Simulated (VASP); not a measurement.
# Mg3ZnTe4 (P3m1) in VASP: a series of runs

Mg3ZnTe4 is run at these levels: PBE; tasks: relaxation of cell and atoms, single point.

All numbers are computed with VASP 6.6.1; they aren't measurements. Logs are shortened: lines on timing, memory, paths and dates and some standing lists are left out, and cuts for length are marked.

## (1) The cell of the first run

It takes space group P3m1 (No. 156, trigonal). Conventional cell: a = 4.538 Å, b = 4.538 Å, c = 14.911 Å, α = 90.00°, β = 90.00°, γ = 120.00°. Mg (site symmetry 3m) has 4 Te at 2.80 to 2.83 Å within 3.7 Å. Within 3.7 Å of Mg (site symmetry 3m) lie 4 Te at 2.79 to 2.82 Å. Mg (site symmetry 3m) has 4 Te at 2.80 to 2.82 Å within 3.7 Å. Within 3.5 Å of Zn (site symmetry 3m) lie 4 Te at 2.69 to 2.75 Å. Within 3.6 Å of Te (site symmetry 3m) lie 3 Zn at 2.75 Å and 1 Mg at 2.83 Å. Within 3.7 Å of Te (site symmetry 3m) lie 4 Mg at 2.80 to 2.82 Å. Within 3.5 Å of Te (site symmetry 3m) lie 1 Zn at 2.69 Å and 3 Mg at 2.79 Å. Te (site symmetry 3m) has 4 Mg at 2.80 to 2.82 Å within 3.7 Å.

## (2) Relaxation of cell and atoms, PBE

Contents of INCAR:

```
SYSTEM = Mg3ZnTe4
PREC     = Accurate       ! precision mode
ENCUT    = 600            ! plane-wave cutoff, eV
EDIFF    = 1E-7           ! SCF threshold, eV
ISMEAR   = 0              ! smearing method
SIGMA    = 0.02           ! smearing width, eV
LREAL    = .FALSE.        ! projectors in reciprocal space
LASPH    = .TRUE.         ! aspherical terms in the spheres
NELM     = 60             ! most SCF steps
ALGO     = Normal         ! electronic algorithm
ISIF     = 3              ! what is computed and relaxed
LWAVE    = .FALSE.        ! write WAVECAR
LCHARG   = .FALSE.        ! write CHGCAR
GGA      = PE             ! functional
IBRION   = 2              ! ionic algorithm
NSW      = 100            ! ionic steps
EDIFFG   = -0.01          ! ionic threshold
```

Contents of KPOINTS:

```
Automatic mesh
0
G
  6 6 2
  0 0 0
```

Contents of POSCAR:

```
Mg3ZnTe4
1.0
    4.5375218000      0.0000000000      0.0000000000
   -2.2687609000      3.9296091000      0.0000000000
    0.0000000000      0.0000000000     14.9108318000
Mg Zn Te
3 1 4
Direct
    0.6666667000      0.3333333000      0.0049170000
    0.6666667000      0.3333333000      0.4954430000
    0.0000000000      0.0000000000      0.7502890000
    0.0000000000      0.0000000000      0.2503810000
    0.6666667000      0.3333333000      0.1947550000
    0.6666667000      0.3333333000      0.6844970000
    0.0000000000      0.0000000000      0.4304960000
    0.0000000000      0.0000000000      0.9392220000
```

Potentials or basis: VASP PAW PBE potentials, release 64 (Mg, Zn, Te).

The run is started by

```console
cat potpaw_PBE.64/Mg/POTCAR potpaw_PBE.64/Zn/POTCAR potpaw_PBE.64/Te/POTCAR > POTCAR
mpirun -np 1 vasp_std > vasp.out
```

OUTCAR:

```text
SYSTEM = Mg3ZnTe4
   PREC = Accurate
   ENCUT = 600
   EDIFF = 1E-7
   ISMEAR = 0
   LREAL = .FALSE.
   LASPH = .TRUE.
   NELM = 60
   ISIF = 3
   GGA = PE
   IBRION = 2
   NSW = 100
   EDIFFG = -0.01

 ion  position               nearest neighbor table
   1  0.667  0.333  0.005-   8 2.80   8 2.80   8 2.80   5 2.83
   2  0.667  0.333  0.495-   7 2.79   7 2.79   7 2.79   6 2.82
   3  0.000  0.000  0.750-   6 2.80   6 2.80   6 2.80   8 2.82
   4  0.000  0.000  0.250-   7 2.69   5 2.75   5 2.75   5 2.75
   5  0.667  0.333  0.195-   4 2.75   4 2.75   4 2.75   1 2.83
   6  0.667  0.333  0.684-   3 2.80   3 2.80   3 2.80   2 2.82
   7  0.000  0.000  0.430-   4 2.69   2 2.79   2 2.79   2 2.79
   8  0.000  0.000  0.939-   1 2.80   1 2.80   1 2.80   3 2.82

  LATTYP: Found a hexagonal cell.
 ALAT       =     4.5375218000
 C/A-ratio  =     3.2861179422

  Lattice vectors:

 A1 = (   4.5375218000,   0.0000000000,   0.0000000000)
 A2 = (  -2.2687609000,   3.9296091000,   0.0000000000)
 A3 = (   0.0000000000,   0.0000000000,  14.9108318000)

Analysis of symmetry for initial positions (statically):
=====================================================================
 Subroutine PRICEL returns:
 Original cell was already a primitive cell.

 Routine SETGRP: Setting up the symmetry group for a
 hexagonal supercell.

 Subroutine GETGRP returns: Found  6 space group operations
 (whereof  6 operations were pure point group operations)
 out of a pool of 24 trial point group operations.

The static configuration has the point symmetry C_3v.

Analysis of symmetry for dynamics (positions and initial velocities):
=====================================================================
 Subroutine PRICEL returns:
 Original cell was already a primitive cell.

 Routine SETGRP: Setting up the symmetry group for a
 hexagonal supercell.

 Subroutine GETGRP returns: Found  6 space group operations
 (whereof  6 operations were pure point group operations)
 out of a pool of 24 trial point group operations.

The dynamic configuration has the point symmetry C_3v.

 Subroutine INISYM returns: Found  6 space group operations
 (whereof  6 operations are pure point group operations),
 and found     1 'primitive' translations

----------------------------------------------------------------------------------------

                                     Primitive cell

  volume of cell :     265.8704

  direct lattice vectors                    reciprocal lattice vectors
     4.537521800  0.000000000  0.000000000     0.220384616  0.127239119  0.000000000
    -2.268760900  3.929609100  0.000000000     0.000000000  0.254478238  0.000000000
     0.000000000  0.000000000 14.910831800     0.000000000  0.000000000  0.067065340

  length of vectors
     4.537521800  4.537521758 14.910831800     0.254478236  0.254478238  0.067065340

  position of ions in fractional coordinates (direct lattice)
     0.666666700  0.333333300  0.004917000
     0.666666700  0.333333300  0.495443000
     0.000000000  0.000000000  0.750289000
     0.000000000  0.000000000  0.250381000
     0.666666700  0.333333300  0.194755000
     0.666666700  0.333333300  0.684497000
     0.000000000  0.000000000  0.430496000
     0.000000000  0.000000000  0.939222000

  ion indices of the primitive-cell ions
   primitive index   ion index
                 1           1
                 2           2
                 3           3
[... 77 lines left out ...]
   NELECT =      42.0000    total number of electrons
   NUPDOWN=      -1.0000    fix difference up-down
   EMIN   =  10.00;   EMAX   =-10.00  energy-range for DOS
   EFERMI =   0.00;   METHOD = LEGACY
   ISMEAR =     0;   SIGMA  =   0.02  broadening in eV -4-tet -1-fermi 0-gaus
   EFERMI_NEDOS =   21; number of points for ismear=-14 and -15
   IALGO  =     38    algorithm
   IMIX   =      4    mixing-type and parameters
     AMIX     =   0.40;   BMIX     =  1.00
     AMIX_MAG =   1.60;   BMIX_MAG =  1.00
  volume/ion in A,a.u.               =      33.23       224.27
  Fermi-wavevector in a.u.,A,eV,Ry     =   0.884982  1.672374 10.655998  0.783194
  Thomas-Fermi vector in A             =   2.005955
   LORBIT       =      0    0 simple, 1 ext, 2 COOP (PROOUT), +10 PAW based schemes
   GGA     = PE    functional components
   LHFCALC =     F    Hartree Fock is set to
   AEXX    =    0.0000 exact exchange contribution
   IVDW    =     0    specifies the selected vdW correction
   LEPSILON=     F    determine dielectric tensor
   LRPA    =     F    only Hartree local field effects (RPA)
 conjugate gradient relaxation of ions
 non-spin polarized calculation
 Gauss-broadening in eV      SIGMA  =   0.02
  energy-cutoff  :      600.00
  volume of cell :      265.87
 maximum number of plane-waves:      8934
   NGX = 19   NGY = 19   NGZ = 59

--------------------------------------- Ionic step        1  -------------------------------------------

 number of electron      42.0000018 magnetization

 Free energy of the ion-electron system (eV)
  ---------------------------------------------------
  ext. energy  EPLUGINS =         0.00000000
  ---------------------------------------------------
  free energy    TOTEN  =       -24.29238394 eV

  energy without entropy =      -24.29238394  energy(sigma->0) =      -24.29238394

------------------------ aborting loop because EDIFF is reached ----------------------------------------

  FORCE on cell =-STRESS in cart. coord.  units (eV):
  Direction    XX          YY          ZZ          XY          YZ          ZX
  --------------------------------------------------------------------------------------
  -------------------------------------------------------------------------------------
  Total        0.0089684      0.0089684      0.0088108     -0.0000000      0.0000000     -0.0000000
  in kB        0.0540449      0.0540449      0.0530953     -0.0000000      0.0000000     -0.0000000
  external PRESSURE =       0.0537284 kB  Pullay stress =       0.0000000 kB

 VOLUME and BASIS-vectors are now :
 -----------------------------------------------------------------------------
  energy-cutoff  :      600.00
  volume of cell :      265.87
      direct lattice vectors                 reciprocal lattice vectors
     4.537521800  0.000000000  0.000000000     0.220384616  0.127239119  0.000000000
    -2.268760900  3.929609100  0.000000000     0.000000000  0.254478238  0.000000000
     0.000000000  0.000000000 14.910831800     0.000000000  0.000000000  0.067065340

 POSITION                                       TOTAL-FORCE (eV/Angst)
 -----------------------------------------------------------------------------------
      2.26876      1.30987      0.07332         0.000000     -0.000000      0.000796
      2.26876      1.30987      7.38747         0.000000     -0.000000      0.001474
      0.00000      0.00000     11.18743         0.000000     -0.000000     -0.000733
      0.00000      0.00000      3.73339         0.000000     -0.000000     -0.003874
      2.26876      1.30987      2.90396        -0.000000      0.000000     -0.010008
      2.26876      1.30987     10.20642        -0.000000      0.000000      0.000845
      0.00000      0.00000      6.41905         0.000000     -0.000000      0.011078
      0.00000      0.00000     14.00458         0.000000     -0.000000      0.000420
 -----------------------------------------------------------------------------------
    total drift:                               -0.000121      0.000071     -0.000515

  FREE ENERGIE OF THE ION-ELECTRON SYSTEM (eV)
  ---------------------------------------------------
  free  energy   TOTEN  =       -24.2923839431 eV

  energy  without entropy=      -24.2923839431  energy(sigma->0) =      -24.29238394

--------------------------------------- Ionic step        2  -------------------------------------------

 number of electron      42.0000018 magnetization

 Free energy of the ion-electron system (eV)
  ---------------------------------------------------
  ext. energy  EPLUGINS =         0.00000000
  ---------------------------------------------------
  free energy    TOTEN  =       -24.29239336 eV

  energy without entropy =      -24.29239336  energy(sigma->0) =      -24.29239336

 E-fermi :   2.1594     XC(G=0):  -7.9855

 val. band max:        2.0424178007   @ k =   0.0000   0.0000   0.0000
 cond. band min:       3.5164080061   @ k =   0.0000   0.0000   0.0000
 fundamental gap:      1.4739902054
 Fermi energy:         2.1593795086

 k-point     1 :       0.0000    0.0000    0.0000
  band No.  band energies     occupation
      1      -8.5508      2.00000
      2      -8.1932      2.00000
      3      -8.1208      2.00000
      4      -7.8344      2.00000
      5      -4.2424      2.00000
      6      -4.2424      2.00000
[... 395 lines left out ...]
     25       6.3517      0.00000
     26       6.3800      0.00000

------------------------ aborting loop because EDIFF is reached ----------------------------------------

  FORCE on cell =-STRESS in cart. coord.  units (eV):
  Direction    XX          YY          ZZ          XY          YZ          ZX
  --------------------------------------------------------------------------------------
  -------------------------------------------------------------------------------------
  Total        0.0022557      0.0022557     -0.0018258     -0.0000000      0.0000000      0.0000000
  in kB        0.0135913      0.0135913     -0.0110007     -0.0000000      0.0000000      0.0000000
  external PRESSURE =       0.0053940 kB  Pullay stress =       0.0000000 kB

 VOLUME and BASIS-vectors are now :
 -----------------------------------------------------------------------------
  energy-cutoff  :      600.00
  volume of cell :      265.91
      direct lattice vectors                 reciprocal lattice vectors
     4.537767200  0.000000000 -0.000000000     0.220372698  0.127232238  0.000000000
    -2.268883600  3.929821622  0.000000000    -0.000000000  0.254464476 -0.000000000
    -0.000000000  0.000000000 14.911624043     0.000000000  0.000000000  0.067061777

 POSITION                                       TOTAL-FORCE (eV/Angst)
 -----------------------------------------------------------------------------------
      2.26888      1.30994      0.07336        -0.000000      0.000000     -0.001272
      2.26888      1.30994      7.38793        -0.000000      0.000000      0.002148
     -2.26888      3.92982     11.18799        -0.000000      0.000000     -0.000502
     -2.26888      3.92982      3.73340        -0.000000      0.000000     -0.001714
      2.26888      1.30994      2.90363        -0.000000     -0.000000     -0.006690
      2.26888      1.30994     10.20700         0.000000      0.000000      0.001071
     -2.26888      3.92982      6.41993        -0.000000      0.000000      0.006615
     -2.26888      3.92982     14.00535        -0.000000      0.000000      0.000345
 -----------------------------------------------------------------------------------
    total drift:                               -0.000121      0.000071     -0.000450

  FREE ENERGIE OF THE ION-ELECTRON SYSTEM (eV)
  ---------------------------------------------------
  free  energy   TOTEN  =       -24.2923933616 eV

  energy  without entropy=      -24.2923933616  energy(sigma->0) =      -24.29239336

 reached required accuracy - stopping structural energy minimisation
```

It took 2 min on 1 thread of Intel Xeon Platinum 8488C (Sapphire Rapids), shared host; peak memory 0.5 GiB.

What came out:

```
Free energy                           : -24.2924 eV
Relaxed volume                        : 33.24 Å³/atom
Relaxed cell                          : a = 4.538 Å, b = 4.538 Å, c = 14.912 Å, α = 90.00°, β = 90.00°, γ = 120.00°
Space group after relaxing (to 0.1 Å) : P3m1 (No. 156)
Energy gained by relaxing             : 0.0 meV/atom
Ionic steps                           : 2
Pressure after relaxing               : 0.0 GPa
Largest force after relaxing          : 0.007 eV/Å
Band gap on the k mesh                : 1.47 eV
```

Forces in eV/Å, atoms in the order of the input:
```
Mg   0.000  0.000 -0.001
Mg   0.000  0.000  0.002
Mg   0.000  0.000 -0.001
Zn   0.000  0.000 -0.002
Te   0.000  0.000 -0.007
Te   0.000  0.000  0.001
Te   0.000  0.000  0.007
Te   0.000  0.000  0.000
```

Final structure:
```xyz
8
Lattice="4.5378 0.0000 0.0000 -2.2689 3.9298 0.0000 0.0000 0.0000 14.9116" Properties=species:S:1:pos:R:3 pbc="T T T"
Mg    2.2689    1.3099    0.0734
Mg    2.2689    1.3099    7.3879
Mg   -2.2689    3.9298   11.1880
Zn   -2.2689    3.9298    3.7334
Te    2.2689    1.3099    2.9036
Te    2.2689    1.3099   10.2070
Te   -2.2689    3.9298    6.4199
Te   -2.2689    3.9298   14.0053
```

Levels at points of the mesh, in eV from the valence-band top:
```
           k point  band 17  band 18  band 19  band 20  band 21  band 22  band 23  band 24  band 25  band 26
(0.00, 0.00, 0.00)    -0.31    -0.31    -0.09     0.00     0.00     1.47     2.56     3.15     3.39     4.88
(0.50, 0.00, 0.00)    -1.15    -1.09    -0.99    -0.97    -0.56     2.41     3.05     3.07     3.59     3.99
(0.00, 0.00, 0.50)    -0.50    -0.22    -0.22    -0.03    -0.03     1.68     3.00     3.07     3.11     4.87
(0.50, 0.00, 0.50)    -1.23    -0.98    -0.90    -0.77    -0.66     2.38     3.02     3.07     3.21     4.37
```

Caveat: spin-orbit coupling is left out, which moves the levels of the heavy elements.

## (3) Single point, PBE

Contents of INCAR:

```
SYSTEM = Mg3ZnTe4
PREC = Accurate ; ENCUT = 520
EDIFF = 1E-6 ; ISMEAR = 0
SIGMA = 0.1 ; LREAL = .FALSE.
LASPH = .TRUE. ; NELM = 60
ALGO = Normal ; ISIF = 2
LWAVE = .FALSE. ; LCHARG = .TRUE.
GGA = PE ; LELF = .TRUE.
LVHAR = .TRUE. ; NBANDS = 31
```

Contents of KPOINTS:

```
regular mesh
0
G
  3 3 1
  0 0 0
```

Contents of POSCAR:

```
Mg3ZnTe4
1.0
    4.5375217717      0.0000000000      0.0000000000
   -2.2687608858      3.9296091245      0.0000000000
    0.0000000000      0.0000000000     14.9108318000
Mg Zn Te
3 1 4
Direct
    0.6666666667      0.3333333333      0.0049170000
    0.6666666667      0.3333333333      0.4954430000
    0.0000000000      0.0000000000      0.7502890000
    0.0000000000      0.0000000000      0.2503810000
    0.6666666667      0.3333333333      0.1947550000
    0.6666666667      0.3333333333      0.6844970000
    0.0000000000      0.0000000000      0.4304960000
    0.0000000000      0.0000000000      0.9392220000
```

Potentials or basis: VASP PAW PBE potentials, release 64 (Mg, Zn, Te).

The run is started by

```console
cat potpaw_PBE.64/Mg/POTCAR potpaw_PBE.64/Zn/POTCAR potpaw_PBE.64/Te/POTCAR > POTCAR
mpirun -np 1 vasp_std > vasp.out
```

Run time: 75 s. Hardware: 1 thread of Intel Xeon Platinum 8375C at 2.90GHz (Ice Lake), shared host; peak memory 0.39 GiB.

Results (log left out):

```
Free energy            : -23.9267 eV
Pressure               : 0.3 GPa
Largest force          : 0.057 eV/Å
Band gap on the k mesh : 1.46 eV
```

Forces on the atoms (eV/Å):
```
Mg   0.000  0.000  0.016
Mg   0.000  0.000 -0.001
Mg   0.000  0.000  0.006
Zn   0.000  0.000  0.043
Te   0.000  0.000 -0.057
Te   0.000  0.000 -0.001
Te   0.000  0.000 -0.004
Te   0.000  0.000 -0.002
```

Stress tensor (GPa, compression positive):
```
 0.65  0.00  0.00
 0.00  0.65  0.00
 0.00  0.00 -0.28
```

Levels at points of the mesh, in eV from the valence-band top:
| k point | band 19 | band 20 | band 21 | band 22 | band 23 | band 24 |
| --- | --- | --- | --- | --- | --- | --- |
| (0.00, 0.00, 0.00) | -0.10 | 0.00 | 0.00 | 1.46 | 2.53 | 3.11 |

Caveat: the k points lie up to 0.53 Å⁻¹ apart; spin-orbit coupling is left out, which moves the levels of the heavy elements.
